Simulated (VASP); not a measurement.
# SiO2 in VASP: single point with PBE

Aim: the single point of SiO2 with PBE.

All numbers are computed with VASP 6.6.1; they aren't measurements. Logs are shortened: lines on timing, memory, paths and dates and some standing lists are left out, and cuts for length are marked.

### Step 1. The cell of the first run

The cell holds a sheet with vacuum, 3 atoms: a = 2.414 Å, b = 3.598 Å, c = 16.000 Å, α = 90.00°, β = 90.00°, γ = 90.00°.

### Step 2. Single point, PBE

Contents of INCAR:

```
ALGO     = Normal         # electronic algorithm
DIPOL    = 0.5 0.5 0.500
EDIFF    = 1E-6           # SCF threshold, eV
ENCUT    = 520            # plane-wave cutoff, eV
GGA      = PE             # functional
IDIPOL   = 3            
ISIF     = 2              # what is computed and relaxed
ISMEAR   = 0              # smearing method
LASPH    = T              # aspherical terms in the spheres
LCHARG   = F              # write CHGCAR
LDIPOL   = T            
LREAL    = F              # projectors in reciprocal space
LWAVE    = F              # write WAVECAR
NBANDS   = 15             # bands
NELM     = 80             # most SCF steps
PREC     = Accurate       # precision mode
SIGMA    = 0.1            # smearing width, eV
```

Contents of KPOINTS:

```
k-points
0
Gamma
  8 6 1
```

Contents of POSCAR:

```
SiO2
1.0
    2.4139130000      0.0000000000      0.0000000000
    0.0000000000      3.5979380000      0.0000000000
    0.0000000000      0.0000000000     16.0000000000
Si O
1 2
Direct
    0.5000000000      0.0000000000      0.5000000000
    0.5000000000      0.6712173200      0.5507186800
    0.5000000000      0.3287826800      0.4492813200
```

Potentials or basis: VASP PAW PBE potentials, release 64 (Si, O).

The run is started by

```sh
$ cat potpaw_PBE.64/Si/POTCAR potpaw_PBE.64/O/POTCAR > POTCAR
$ mpirun -np 1 vasp_std > vasp.out
```

OUTCAR:

```text
EDIFF = 1E-6
   ENCUT = 520
   GGA = PE
   ISIF = 2
   ISMEAR = 0
   LASPH = T
   LREAL = F
   NELM = 80
   PREC = Accurate

 ion  position               nearest neighbor table
   1  0.500  0.000  0.500-   2 1.43   3 1.43   2 2.55   3 2.55
   2  0.500  0.671  0.551-   1 1.43   1 2.55
   3  0.500  0.329  0.449-   1 1.43   1 2.55

  LATTYP: Found a simple orthorhombic cell.
 ALAT       =     2.4139130000
 B/A-ratio  =     1.4905002790
 C/A-ratio  =     6.6282421943

  Lattice vectors:

 A1 = (   2.4139130000,   0.0000000000,   0.0000000000)
 A2 = (   0.0000000000,   3.5979380000,   0.0000000000)
 A3 = (   0.0000000000,   0.0000000000,  16.0000000000)

Analysis of symmetry for initial positions (statically):
=====================================================================
 Subroutine PRICEL returns:
 Original cell was already a primitive cell.

 Routine SETGRP: Setting up the symmetry group for a
 simple orthorhombic supercell.

 Subroutine GETGRP returns: Found  4 space group operations
 (whereof  4 operations were pure point group operations)
 out of a pool of  8 trial point group operations.

The static configuration has the point symmetry C_2h.

Analysis of symmetry for dynamics (positions and initial velocities):
=====================================================================
 Subroutine PRICEL returns:
 Original cell was already a primitive cell.

 Routine SETGRP: Setting up the symmetry group for a
 simple orthorhombic supercell.

 Subroutine GETGRP returns: Found  4 space group operations
 (whereof  4 operations were pure point group operations)
 out of a pool of  8 trial point group operations.

The dynamic configuration has the point symmetry C_2h.

 Subroutine INISYM returns: Found  4 space group operations
 (whereof  4 operations are pure point group operations),
 and found     1 'primitive' translations

----------------------------------------------------------------------------------------

                                     Primitive cell

  volume of cell :     138.9617

  direct lattice vectors                    reciprocal lattice vectors
     2.413913000  0.000000000  0.000000000     0.414265137  0.000000000  0.000000000
     0.000000000  3.597938000  0.000000000     0.000000000  0.277936974  0.000000000
     0.000000000  0.000000000 16.000000000     0.000000000  0.000000000  0.062500000

  length of vectors
     2.413913000  3.597938000 16.000000000     0.414265137  0.277936974  0.062500000

  position of ions in fractional coordinates (direct lattice)
     0.500000000  0.000000000  0.500000000
     0.500000000  0.671217320  0.550718680
     0.500000000  0.328782680  0.449281320

  ion indices of the primitive-cell ions
   primitive index   ion index
                 1           1
                 2           2
                 3           3

----------------------------------------------------------------------------------------

 KPOINTS: k-points

Automatic generation of k-mesh.
 Grid dimensions read from file:
 generate k-points for:    8    6    1

 Generating k-lattice:

  Cartesian coordinates                     Fractional coordinates (reciprocal lattice)
     0.051783142  0.000000000  0.000000000     0.125000000  0.000000000  0.000000000
     0.000000000  0.046322829  0.000000000     0.000000000  0.166666667  0.000000000
     0.000000000  0.000000000  0.062500000     0.000000000  0.000000000  1.000000000

  Length of vectors
     0.051783142  0.046322829  0.062500000

  Shift w.r.t. Gamma in fractional coordinates (k-lattice)
     0.000000000  0.000000000  0.000000000

 Subroutine IBZKPT returns following result:
 ===========================================

 Found     20 irreducible k-points:

 Following reciprocal coordinates:
            Coordinates               Weight
  0.000000  0.000000  0.000000      1.000000
  0.125000  0.000000  0.000000      2.000000
  0.250000  0.000000  0.000000      2.000000
  0.375000  0.000000  0.000000      2.000000
  0.500000  0.000000  0.000000      1.000000
  0.000000  0.166667  0.000000      2.000000
[... 12 lines left out ...]
  0.375000  0.500000  0.000000      2.000000
  0.500000  0.500000  0.000000      1.000000
   k-points           NKPTS =     20   k-points in BZ     NKDIM =     20   number of bands    NBANDS=     15
   number of dos      NEDOS =    301   number of ions     NIONS =      3
   total plane-waves  NPLWV =  60480
   dimension x,y,z NGX =    18 NGY =   28 NGZ =  120
   dimension x,y,z NGXF=    36 NGYF=   56 NGZF=  240
   ions per type =               1   2
   NGX,Y,Z   is equivalent  to a cutoff of  12.40, 12.94, 12.47 a.u.
   NGXF,Y,Z  is equivalent  to a cutoff of  24.79, 25.88, 24.94 a.u.
 SYSTEM =  unknown system
   PREC   = accura    normal or accurate (medium, high low for compatibility)
   ISTART =      0    job   : 0-new  1-cont  2-samecut
   ICHARG =      2    charge: 1-file 2-atom 10-const
   ISPIN  =      1    spin polarized calculation?
   LNONCOLLINEAR =      F non collinear calculations
   LSORBIT =      F    spin-orbit coupling
   LASPH  =      T    aspherical Exc in radial PAW
   ENCUT  =  520.0 eV  38.22 Ry    6.18 a.u.   4.49  6.69 29.75*2*pi/ulx,y,z
   NELM   =     80;   NELMIN=  2; NELMDL= -5     # of ELM steps
   EDIFF  = 0.1E-05   stopping-criterion for ELM
   LREAL  =      F    real-space projection
   EDIFFG = 0.1E-04   stopping-criterion for IOM
   NSW    =      0    number of steps for IOM
   IBRION =     -1    ionic relax: 0-MD 1-quasi-New 2-CG
   NFREE  =      0    steps in history (QN), initial steepest desc. (CG)
   ISIF   =      2    stress and relaxation
   ISYM   =      2    0-nonsym 1-usesym 2-fastsym
   POTIM  = 0.5000    time-step for ionic-motion
   TEBEG  =    0.0;   TEEND  =   0.0 temperature during run
   PSTRESS=    0.0 pullay stress
   NELECT =      16.0000    total number of electrons
   NUPDOWN=      -1.0000    fix difference up-down
   EMIN   =  10.00;   EMAX   =-10.00  energy-range for DOS
   EFERMI =   0.00;   METHOD = LEGACY
   ISMEAR =     0;   SIGMA  =   0.10  broadening in eV -4-tet -1-fermi 0-gaus
   EFERMI_NEDOS =   21; number of points for ismear=-14 and -15
   IALGO  =     38    algorithm
   IMIX   =      4    mixing-type and parameters
     AMIX     =   0.40;   BMIX     =  1.00
     AMIX_MAG =   1.60;   BMIX_MAG =  1.00
  volume/ion in A,a.u.               =      46.32       312.59
  Fermi-wavevector in a.u.,A,eV,Ry     =   0.796434  1.505042  8.630270  0.634307
  Thomas-Fermi vector in A             =   1.902956
   LORBIT       =      0    0 simple, 1 ext, 2 COOP (PROOUT), +10 PAW based schemes
   GGA     = PE    functional components
   LHFCALC =     F    Hartree Fock is set to
   AEXX    =    0.0000 exact exchange contribution
   IVDW    =     0    specifies the selected vdW correction
   LEPSILON=     F    determine dielectric tensor
   LRPA    =     F    only Hartree local field effects (RPA)
 non-spin polarized calculation
 Gauss-broadening in eV      SIGMA  =   0.10
  energy-cutoff  :      520.00
  volume of cell :      138.96
 maximum number of plane-waves:      3778
 NGX is ok and might be reduce to    18
   NGX =  9   NGY = 13   NGZ = 59

 number of electron      15.9999988 magnetization

 dipolmoment           0.000000      0.000000     -0.000000 electrons x Angstroem

 Free energy of the ion-electron system (eV)
  ---------------------------------------------------
  ext. energy  EPLUGINS =         0.00000000
  ---------------------------------------------------
  free energy    TOTEN  =       -15.09827118 eV

  energy without entropy =      -15.09089246  energy(sigma->0) =      -15.09458182

 E-fermi :  -4.3796     XC(G=0):  -3.0689

 val. band max:       -4.3815311805   @ k =   0.0000   0.0000   0.0000
 cond. band min:      -4.3430435677   @ k =   0.0000   0.1667   0.0000
 fundamental gap:      0.0384876128
 Fermi energy:        -4.3796416856

 k-point     1 :       0.0000    0.0000    0.0000
  band No.  band energies     occupation
      1     -25.0868      2.00000
      2     -22.7797      2.00000
      3     -10.5761      2.00000
      4      -9.4866      2.00000
      5      -8.8936      2.00000
      6      -6.1885      2.00000
      7      -5.2010      2.00000
      8      -5.1129      2.00000
      9      -4.3815      1.02132
     10      -0.4972      0.00000
     11       2.1352      0.00000
     12       2.2917      0.00000
     13       3.1949      0.00000
     14       4.6145      0.00000
     15       5.3821      0.00000

 k-point     2 :       0.1250    0.0000    0.0000
  band No.  band energies     occupation
      1     -24.9130      2.00000
      2     -22.6458      2.00000
      3     -10.4052      2.00000
      4      -9.3281      2.00000
      5      -8.7833      2.00000
      6      -6.8440      2.00000
      7      -6.0370      2.00000
      8      -5.0424      2.00000
      9      -3.9477      0.00000
     10      -0.3012      0.00000
     11       2.4567      0.00000
     12       2.6884      0.00000
     13       3.5136      0.00000
     14       5.0131      0.00000
     15       5.3607      0.00000
[... 293 lines left out ...]
      3     -10.5412      2.00000
      4      -9.3921      2.00000
      5      -9.2724      2.00000
      6      -9.0622      2.00000
      7      -7.1030      2.00000
      8      -4.6405      1.99977
      9      -2.4426      0.00000
     10       1.7265      0.00000
     11       3.7070      0.00000
     12       5.6473      0.00000
     13       7.7849      0.00000
     14       8.5358      0.00000
     15       8.6197      0.00000

 k-point    20 :       0.5000    0.5000    0.0000
  band No.  band energies     occupation
      1     -22.9875      2.00000
      2     -22.4495      2.00000
      3     -10.4263      2.00000
      4      -9.7229      2.00000
      5      -9.6137      2.00000
      6      -9.0630      2.00000
      7      -6.9682      2.00000
      8      -4.5049      1.92349
      9      -2.7550      0.00000
     10       2.3843      0.00000
     11       3.3817      0.00000
     12       4.2213      0.00000
     13       9.9518      0.00000
     14      10.1197      0.00000
     15      10.6482      0.00000

------------------------ aborting loop because EDIFF is reached ----------------------------------------

 vacuum level on the upper side and lower side of the slab       (xc-potential included)        -0.174        -0.174

  FORCE on cell =-STRESS in cart. coord.  units (eV):
  Direction    XX          YY          ZZ          XY          YZ          ZX
  --------------------------------------------------------------------------------------
  -------------------------------------------------------------------------------------
  Total       11.0858793     15.4262807     10.7879595      0.0000000     -4.7665660      0.0000000
  in kB      127.8160691    177.8592848    124.3811644      0.0000000    -54.9567346      0.0000000
  external PRESSURE =     143.3521728 kB  Pullay stress =       0.0000000 kB

 VOLUME and BASIS-vectors are now :
 -----------------------------------------------------------------------------
  energy-cutoff  :      520.00
  volume of cell :      138.96
      direct lattice vectors                 reciprocal lattice vectors
     2.413913000  0.000000000  0.000000000     0.414265137  0.000000000  0.000000000
     0.000000000  3.597938000  0.000000000     0.000000000  0.277936974  0.000000000
     0.000000000  0.000000000 16.000000000     0.000000000  0.000000000  0.062500000

 POSITION                                       TOTAL-FORCE (eV/Angst)
 -----------------------------------------------------------------------------------
      1.20696      0.00000      8.00000         0.000000      0.000000      0.000000
      1.20696      2.41500      8.81150         0.000000     -2.936559      6.680714
      1.20696      1.18294      7.18850         0.000000      2.936559     -6.680714
 -----------------------------------------------------------------------------------
    total drift:                                0.000000      0.000000     -0.000000

  FREE ENERGIE OF THE ION-ELECTRON SYSTEM (eV)
  ---------------------------------------------------
  free  energy   TOTEN  =       -15.0982711838 eV

  energy  without entropy=      -15.0908924611  energy(sigma->0) =      -15.09458182

 vacuum level on the upper side and lower side of the slab         2.480         2.480
```

Wall time 29 s (1 thread of Intel Xeon 6975P-C (Granite Rapids), shared host); peak memory 0.24 GiB.

Results:

```
Free energy   : -15.0983 eV
Largest force : 7.298 eV/Å
```

Forces in eV/Å, atoms in the order of the input:
```
Si   0.000  0.000  0.000
O    0.000 -2.937  6.681
O    0.000  2.937 -6.681
```

Levels at points of the mesh, in eV from the Fermi level:
| k point | band 6 | band 7 | band 8 | band 9 | band 10 | band 11 |
| --- | --- | --- | --- | --- | --- | --- |
| (0.00, 0.00, 0.00) | -1.81 | -0.82 | -0.73 | 0.00 | 3.88 | 6.51 |
| (0.50, 0.00, 0.00) | -3.88 | -3.16 | -0.46 | 2.55 | 5.64 | 7.31 |
| (0.00, 0.50, 0.00) | -1.10 | -0.65 | -0.11 | 1.40 | 4.59 | 8.19 |
| (0.50, 0.50, 0.00) | -4.68 | -2.59 | -0.13 | 1.62 | 6.76 | 7.76 |
